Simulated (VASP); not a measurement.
# I (I4/mmm) in VASP: settings compared, part 2 of 2

VASP 6.6.1. Earlier steps stand in the parts before.

## 4. Single point, PBE-based screened hybrid with 25 % exact exchange

This run uses another cell than the first one, of 44.63 Å³/atom.

Contents of POSCAR:

```
I
1.0
   -1.6174560000      1.6174560000      4.2648080000
    1.6174560000     -1.6174560000      4.2648080000
    1.6174560000      1.6174560000     -4.2648080000
I
1
Direct
    0.0000000000      0.0000000000      0.0000000000
```

Contents of INCAR.step1:

```
  PREC = Accurate
  ENCUT = 520
  EDIFF = 1E-5
  ISMEAR = -1
  SIGMA = 0.05
  LREAL = False
  LASPH = True
  NELM = 100
  ALGO = Normal
  ISIF = 2
  LWAVE = True
  LCHARG = False
  GGA = PE
  NBANDS = 10
```

Contents of INCAR.step2:

```
  PREC = Accurate
  ENCUT = 520
  EDIFF = 1E-6
  ISMEAR = -1
  SIGMA = 0.05
  LREAL = False
  LASPH = True
  NELM = 100
  ALGO = Normal
  ISIF = 2
  LWAVE = False
  LCHARG = False
  GGA = PE
  LHFCALC = True
  AEXX = 0.25
  HFSCREEN = 0.3
  PRECFOCK = Normal
  ISTART = 1
  NBANDS = 10
```

Contents of KPOINTS:

```
regular mesh
0
Gamma
  6 6 6
```

Potentials or basis: VASP PAW PBE potentials, release 64 (I).

On the command line:

```bash
> cat potpaw_PBE.64/I/POTCAR > POTCAR
> cp INCAR.step1 INCAR
> mpirun -np 1 vasp_std > vasp.out
> cp INCAR.step2 INCAR
> mpirun -np 1 vasp_std > vasp.out
```

OUTCAR:

```text
PREC = Accurate
   ENCUT = 520
   EDIFF = 1E-6
   ISMEAR = -1
   LREAL = False
   LASPH = True
   NELM = 100
   ISIF = 2
   GGA = PE
   LHFCALC = True
   AEXX = 0.25
   HFSCREEN = 0.3
   PRECFOCK = Normal
   ISTART = 1

 ion  position               nearest neighbor table
   1  0.000  0.000  0.000-

  LATTYP: Found a body centered tetragonal cell.
 ALAT       =     3.2349120000
 C/A-ratio  =     2.6367381864

  Lattice vectors:

 A1 = (  -1.6174560000,   1.6174560000,   4.2648080000)
 A2 = (   1.6174560000,  -1.6174560000,   4.2648080000)
 A3 = (   1.6174560000,   1.6174560000,  -4.2648080000)

Analysis of symmetry for initial positions (statically):
=====================================================================
 Subroutine PRICEL returns:
 Original cell was already a primitive cell.

 Routine SETGRP: Setting up the symmetry group for a
 body centered tetragonal supercell.

 Subroutine GETGRP returns: Found 16 space group operations
 (whereof 16 operations were pure point group operations)
 out of a pool of 16 trial point group operations.

The static configuration has the point symmetry D_4h.

Analysis of symmetry for dynamics (positions and initial velocities):
=====================================================================
 Subroutine PRICEL returns:
 Original cell was already a primitive cell.

 Routine SETGRP: Setting up the symmetry group for a
 body centered tetragonal supercell.

 Subroutine GETGRP returns: Found 16 space group operations
 (whereof 16 operations were pure point group operations)
 out of a pool of 16 trial point group operations.

The dynamic configuration has the point symmetry D_4h.

 Subroutine INISYM returns: Found 16 space group operations
 (whereof 16 operations are pure point group operations),
 and found     1 'primitive' translations

----------------------------------------------------------------------------------------

                                     Primitive cell

  volume of cell :      44.6297

  direct lattice vectors                    reciprocal lattice vectors
    -1.617456000  1.617456000  4.264808000     0.000000000  0.309127420  0.117238572
     1.617456000 -1.617456000  4.264808000     0.309127420  0.000000000  0.117238572
     1.617456000  1.617456000 -4.264808000     0.309127420  0.309127420  0.000000000

  length of vectors
     4.839515999  4.839515999  4.839515999     0.330612529  0.330612529  0.437172190

  position of ions in fractional coordinates (direct lattice)
     0.000000000  0.000000000  0.000000000

  ion indices of the primitive-cell ions
   primitive index   ion index
                 1           1

[... 24 lines left out ...]
 Found     30 irreducible k-points:

 Following reciprocal coordinates:
            Coordinates               Weight
  0.000000  0.000000  0.000000      1.000000
  0.166667  0.000000 -0.000000      8.000000
  0.333333  0.000000 -0.000000      8.000000
  0.500000  0.000000  0.000000      4.000000
  0.166667  0.166667 -0.000000      8.000000
  0.333333  0.166667  0.000000     16.000000
[... 16 lines left out ...]
 -0.333333 -0.333333  0.166667      8.000000
 -0.166667 -0.333333  0.166667      8.000000
 [... further k-points ...]
   k-points           NKPTS =     30   k-points in BZ     NKDIM =    216   number of bands    NBANDS=     10
   number of dos      NEDOS =    301   number of ions     NIONS =      1
   total plane-waves  NPLWV =  46656
   dimension x,y,z NGX =    36 NGY =   36 NGZ =   36
   dimension x,y,z NGXF=    72 NGYF=   72 NGZF=   72
   ions per type =               1
   NGX,Y,Z   is equivalent  to a cutoff of  12.37, 12.37, 12.37 a.u.
   NGXF,Y,Z  is equivalent  to a cutoff of  24.73, 24.73, 24.73 a.u.
 SYSTEM =  unknown system
   PREC   = accura    normal or accurate (medium, high low for compatibility)
   ISTART =      1    job   : 0-new  1-cont  2-samecut
   ICHARG =      0    charge: 1-file 2-atom 10-const
   ISPIN  =      1    spin polarized calculation?
   LNONCOLLINEAR =      F non collinear calculations
   LSORBIT =      F    spin-orbit coupling
   LASPH  =      T    aspherical Exc in radial PAW
   ENCUT  =  520.0 eV  38.22 Ry    6.18 a.u.   9.00  9.00  9.00*2*pi/ulx,y,z
   NELM   =    100;   NELMIN=  2; NELMDL=  0     # of ELM steps
   EDIFF  = 0.1E-05   stopping-criterion for ELM
   LREAL  =      F    real-space projection
   EDIFFG = 0.1E-04   stopping-criterion for IOM
   NSW    =      0    number of steps for IOM
   IBRION =     -1    ionic relax: 0-MD 1-quasi-New 2-CG
   NFREE  =      0    steps in history (QN), initial steepest desc. (CG)
   ISIF   =      2    stress and relaxation
   ISYM   =      3    0-nonsym 1-usesym 2-fastsym
   POTIM  = 0.5000    time-step for ionic-motion
   TEBEG  =    0.0;   TEEND  =   0.0 temperature during run
   PSTRESS=    0.0 pullay stress
   NELECT =       7.0000    total number of electrons
   NUPDOWN=      -1.0000    fix difference up-down
   EMIN   =  10.00;   EMAX   =-10.00  energy-range for DOS
   EFERMI =   0.00;   METHOD = LEGACY
   ISMEAR =    -1;   SIGMA  =   0.05  broadening in eV -4-tet -1-fermi 0-gaus
   EFERMI_NEDOS =   21; number of points for ismear=-14 and -15
   IALGO  =     38    algorithm
   IMIX   =      1    mixing-type and parameters
     AMIX     =   0.40;   BMIX     =  1.00
     AMIX_MAG =   1.60;   BMIX_MAG =  1.00
  volume/ion in A,a.u.               =      44.63       301.18
  Fermi-wavevector in a.u.,A,eV,Ry     =   0.882875  1.668392 10.605317  0.779469
  Thomas-Fermi vector in A             =   2.003566
   LORBIT       =      0    0 simple, 1 ext, 2 COOP (PROOUT), +10 PAW based schemes
   GGA     = PE    functional components
   LHFCALC =     T    Hartree Fock is set to
   PRECFOCK=normal    Normal, Fast or Accurate (Low or Medium for compatibility)
   ENCUT4O =  -1.0   cutoff for four orbital integrals eV
   NKREDX  =     1    reduce k-point grid by
   NKREDY  =     1    reduce k-point grid by
   NKREDZ  =     1    reduce k-point grid by
   AEXX    =    0.2500 exact exchange contribution
   HFSCREEN=    0.3000 screening length (either q_TF or 0.3 A-1)
   HFSCREENC=   0.3000 screening length for correlation (either q_TF or 0.3 A-1)
   ENCUTFOCK=  -1.0 apply spherical cutoff to Coloumb kernel
   IVDW    =     0    specifies the selected vdW correction
   LEPSILON=     F    determine dielectric tensor
   LRPA    =     F    only Hartree local field effects (RPA)
 non-spin polarized calculation
  energy-cutoff  :      520.00
  volume of cell :       44.63
 maximum number of plane-waves:      1216
  NGX = 28; NGY = 28; NGZ = 28

 number of electron       6.9999999 magnetization

 Free energy of the ion-electron system (eV)
  ---------------------------------------------------
  ext. energy  EPLUGINS =         0.00000000
  ---------------------------------------------------
  free energy    TOTEN  =        -1.65069555 eV

  energy without entropy =       -1.63861184  energy(sigma->0) =       -1.64465369

 E-fermi :   1.9778     XC(G=0):  -6.6725

 val. band max:        1.9521298030   @ k =  -0.3333   0.1667   0.0000
 cond. band min:       2.2911496926   @ k =   0.5000   0.1667  -0.0000
 fundamental gap:      0.3390198895
 Fermi energy:         1.9778271505

 k-point     1 :       0.0000    0.0000    0.0000
  band No.  band energies     occupation
      1     -12.6857      2.00000
      2      -0.4087      2.00000
      3       3.3418      0.00000
      4       3.3418      0.00000
      5       7.0055      0.00000
      6      10.2457      0.00000
      7      10.8935      0.00000
      8      15.5837      0.00000
      9      15.6246      0.00000
     10      15.6246      0.00000
[... 287 lines left out ...]
 k-point    24 :      -0.1667   -0.3333    0.1667
  band No.  band energies     occupation
      1     -12.3279      2.00000
      2      -0.9320      2.00000
      3       1.0373      2.00000
      4       3.5248      0.00000
      5       9.1989      0.00000
      6      10.6356      0.00000
      7      12.7715      0.00000
      8      13.4874      0.00000
      9      16.7033      0.00000
     10      17.3081      0.00000

 [... further k-points ...]

------------------------ aborting loop because EDIFF is reached ----------------------------------------

  FORCE on cell =-STRESS in cart. coord.  units (eV):
  Direction    XX          YY          ZZ          XY          YZ          ZX
  --------------------------------------------------------------------------------------
  -------------------------------------------------------------------------------------
  Total       -0.3135101     -0.3135101      0.0075240      0.0000000      0.0000000      0.0000000
  in kB      -11.2547989    -11.2547989      0.2701052      0.0000000      0.0000000      0.0000000
  external PRESSURE =      -7.4131642 kB  Pullay stress =       0.0000000 kB

 VOLUME and BASIS-vectors are now :
 -----------------------------------------------------------------------------
  energy-cutoff  :      520.00
  volume of cell :       44.63
      direct lattice vectors                 reciprocal lattice vectors
    -1.617456000  1.617456000  4.264808000     0.000000000  0.309127420  0.117238572
     1.617456000 -1.617456000  4.264808000     0.309127420  0.000000000  0.117238572
     1.617456000  1.617456000 -4.264808000     0.309127420  0.309127420  0.000000000

 POSITION                                       TOTAL-FORCE (eV/Angst)
 -----------------------------------------------------------------------------------
      0.00000      0.00000      0.00000         0.000000      0.000000     -0.000000
 -----------------------------------------------------------------------------------
    total drift:                               -0.000000     -0.000000      0.000000

  FREE ENERGIE OF THE ION-ELECTRON SYSTEM (eV)
  ---------------------------------------------------
  free  energy   TOTEN  =        -1.6506955471 eV

  energy  without entropy=       -1.6386118367  energy(sigma->0) =       -1.64465369
```

OUTCAR.step1:

```text
PREC = Accurate
   ENCUT = 520
   EDIFF = 1E-5
   ISMEAR = -1
   LREAL = False
[... 528 lines left out ...]

 POSITION                                       TOTAL-FORCE (eV/Angst)
 -----------------------------------------------------------------------------------
      0.00000      0.00000      0.00000         0.000000      0.000000      0.000000
 -----------------------------------------------------------------------------------
    total drift:                                0.000000      0.000000      0.000000

  FREE ENERGIE OF THE ION-ELECTRON SYSTEM (eV)
  ---------------------------------------------------
  free  energy   TOTEN  =        -1.3477564818 eV

  energy  without entropy=       -1.3351186938  energy(sigma->0) =       -1.34143759
```

OSZICAR.step1:

```text
N       E                     dE             d eps       ncg     rms          rms(c)
DAV:   1     0.212648463810E+02    0.21265E+02   -0.24405E+03   600   0.489E+02
DAV:   2    -0.376209216979E+00   -0.21641E+02   -0.21129E+02   760   0.821E+01
DAV:   3    -0.136612475363E+01   -0.98992E+00   -0.98334E+00   744   0.182E+01
DAV:   4    -0.137729993071E+01   -0.11175E-01   -0.11172E-01   752   0.238E+00
DAV:   5    -0.137749316608E+01   -0.19324E-03   -0.19323E-03   742   0.298E-01    0.480E+00
DAV:   6    -0.135617785366E+01    0.21315E-01   -0.17674E-02   692   0.615E-01    0.297E+00
DAV:   7    -0.134787257379E+01    0.83053E-02   -0.36824E-02   638   0.912E-01    0.136E-01
DAV:   8    -0.134776283974E+01    0.10973E-03   -0.18148E-03   634   0.248E-01    0.238E-02
DAV:   9    -0.134775249107E+01    0.10349E-04   -0.31979E-05   748   0.372E-02    0.157E-02
DAV:  10    -0.134775648176E+01   -0.39907E-05   -0.89202E-06   644   0.172E-02
   1 F= -.13477565E+01 E0= -.13414376E+01  d E =-.126378E-01
```

It took 17 min on 1 thread of Intel Xeon 6975P-C (Granite Rapids), shared host; peak memory 0.31 GiB.

Results:

```
Free energy            : -1.6507 eV
Pressure               : -0.7 GPa
Band gap on the k mesh : zero (an odd number of electrons rules out a gap without spin polarisation)
```

Caveat: the PAW data sets were made with another functional, which shifts forces and pressure a little; spin-orbit coupling is left out, which moves the levels of the heavy elements; an odd number of electrons without spin polarisation forces a metal; a magnetic or distorted state may lie lower.

## 5. Single point, PBE (42.84 Å³/atom)

Contents of INCAR:

```
SYSTEM = I
ALGO = Normal
EDIFF = 1E-6
ENCUT = 520
GGA = PE
ISIF = 2
ISMEAR = -1
LASPH = .TRUE.
LCHARG = .FALSE.
LREAL = .FALSE.
LWAVE = .FALSE.
NBANDS = 10
NELM = 100
PREC = Accurate
SIGMA = 0.05
```

Contents of KPOINTS:

```
k-points
0
G
  11 11 11
  0 0 0
```

Contents of POSCAR:

```
I
1.0
   -1.5955958068      1.5955958068      4.2071683937
    1.5955958068     -1.5955958068      4.2071683937
    1.5955958068      1.5955958068     -4.2071683937
I
1
Direct
    0.0000000000      0.0000000000      0.0000000000
```

On the command line:

```bash
> cat potpaw_PBE.64/I/POTCAR > POTCAR
> mpirun -np 1 vasp_std > vasp.out
```

Run time: 47 s. Hardware: 1 thread of AMD EPYC 7R13 (Zen 3), shared host; peak memory 0.2 GiB.

Results (log left out):

| Quantity | Value |
| --- | --- |
| Free energy | -1.4144 eV |
| Pressure | 1.2 GPa |
| Band gap on the k mesh | zero (an odd number of electrons rules out a gap without spin polarisation) |

Stress tensor (GPa, compression positive):
```
1.64 0.00 0.00
0.00 1.64 0.00
0.00 0.00 0.20
```

Levels at points of the mesh, in eV from the Fermi level:
| k point | band 1 | band 2 | band 3 | band 4 | band 5 | band 6 | band 7 |
| --- | --- | --- | --- | --- | --- | --- | --- |
| (0.00, 0.00, 0.00) | -14.06 | -2.51 | 0.84 | 0.84 | 4.03 | 7.21 | 8.01 |

Caveat: spin-orbit coupling is left out, which moves the levels of the heavy elements; an odd number of electrons without spin polarisation forces a metal; a magnetic or distorted state may lie lower.

## 6. The runs side by side

| level | cell | k mesh | cutoff (eV) | smearing | grid for exact exchange (PRECFOCK) | share of exact exchange | screening parameter | gap on the mesh (eV) | pressure (GPa) |
| --- | --- | --- | --- | --- | --- | --- | --- | --- | --- |
| PBE | a = 4.774 Å, angles 140.9, 140.9, 56.4°, 1 atom | 11 × 11 × 11 | 500 | fermi-dirac 0.025 eV | - | - | - | none | 1.1 |
| PBE-based screened hybrid with 25 % exact exchange | a = 4.840 Å, angles 140.9, 140.9, 56.4°, 1 atom | 6 × 6 × 6 | 520 | fermi-dirac 0.05 eV | Normal | 0.25 | 0.2 1/Å | none | -0.9 |
| PBE-based screened hybrid with 25 % exact exchange | a = 4.840 Å, angles 140.9, 140.9, 56.4°, 1 atom | 6 × 6 × 6 | 520 | fermi-dirac 0.05 eV | Normal | 0.25 | 0.3 1/Å | none | -0.7 |
| PBE | a = 4.774 Å, angles 140.9, 140.9, 56.4°, 1 atom | 11 × 11 × 11 | 520 | fermi-dirac 0.05 eV | - | - | - | none | 1.2 |

Alike in all rows: task single point; potentials or basis VASP PAW PBE potentials, release 64 (I); no spin polarisation.

Caveats: spin-orbit coupling is left out, which moves the levels of the heavy elements; an odd number of electrons without spin polarisation forces a metal; a magnetic or distorted state may lie lower; the PAW data sets were made with another functional, which shifts forces and pressure a little (at least some runs).

Absolute energies hang on the potentials; compare differences alone.
